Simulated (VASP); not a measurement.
A run of VASP 6.6.1 is set up as follows.

The input INCAR:

```
SYSTEM = Ag
PREC = Accurate
ENCUT = 520
EDIFF = 1E-7
ISMEAR = 0
SIGMA = 0.15
LREAL = .FALSE.
LASPH = .TRUE.
NELM = 100
ALGO = Fast
ISIF = 2
LWAVE = .FALSE.
LCHARG = .FALSE.
GGA = PS
NBANDS = 54
```

Contents of KPOINTS:

```
Automatic mesh
0
G
  8 8 8
  0 0 0
```

The input POSCAR:

```
Ag
1.0
    3.2251146571     -3.2251146571      3.2251146571
   -3.2251146571      3.2251146571      3.2251146571
   -3.2251146571     -3.2251146571     -3.2251146571
Ag
8
Direct
    0.0000000000      0.0000000000      0.5000000000
    0.5000000000      0.0000000000      0.5000000000
    0.0000000000      0.5000000000      0.5000000000
    0.5000000000      0.5000000000      0.5000000000
    0.0000000000      0.0000000000      0.0000000000
    0.5000000000      0.0000000000      0.0000000000
    0.0000000000      0.5000000000      0.0000000000
    0.5000000000      0.5000000000      0.0000000000
```

Potentials or basis: VASP PAW PBE potentials, release 64 (Ag).

The run is started by

```console
$ cat potpaw_PBE.64/Ag/POTCAR > POTCAR
$ mpirun -np 1 vasp_std > vasp.out
```

**Question.** Estimate the band gap on the k mesh.

**Answer.** Zero (bands 44 and 45 overlap by 2.64 eV).

**Question.** Predict the pressure.

**Answer.** -0.2 GPa.

Caveat: the PAW data sets were made with another functional, which shifts forces and pressure a little.
